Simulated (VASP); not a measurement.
Input of a VASP 6.6.1 run:

The input INCAR:

```
SYSTEM = Fe
  ALGO = Fast
  EDIFF = 1E-7
  ENCUT = 520
  GGA = PE
  ISIF = 2
  ISMEAR = 0
  LASPH = .TRUE.
  LCHARG = .FALSE.
  LREAL = .FALSE.
  LWAVE = .FALSE.
  NBANDS = 15
  NELM = 60
  PREC = Accurate
  SIGMA = 0.1
```

KPOINTS

```
k-points
0
G
  21 21 12
  0 0 0
```

Contents of POSCAR:

```
Fe
1.0
    2.4091760633      0.0000000000      0.0000000000
   -1.2045880317      2.0864076730      0.0000000000
    0.0000000000      0.0000000000      3.8144342885
Fe
2
Direct
    0.3333333333      0.6666666667      0.2500000000
    0.6666666667      0.3333333333      0.7500000000
```

Potentials or basis: VASP PAW PBE potentials, release 64 (Fe).

Launch:

```bash
$ cat potpaw_PBE.64/Fe/POTCAR > POTCAR
$ mpirun -np 1 vasp_std > vasp.out
```

Task: Estimate the band gap on the k mesh.

Result: Zero (band 8 reaches 8.61 eV, above the bottom of band 9 at 6.56 eV).

Task: Predict the pressure.

Result: 19.8 GPa.

Stress tensor (GPa, compression positive):
```
19.89  0.00  0.00
 0.00 19.89  0.00
 0.00  0.00 19.69
```

Caveat: the run has no spin polarisation, though such a crystal can be magnetic. Spin polarisation is off, so any magnetic state and its effect on volume and gap are missing.
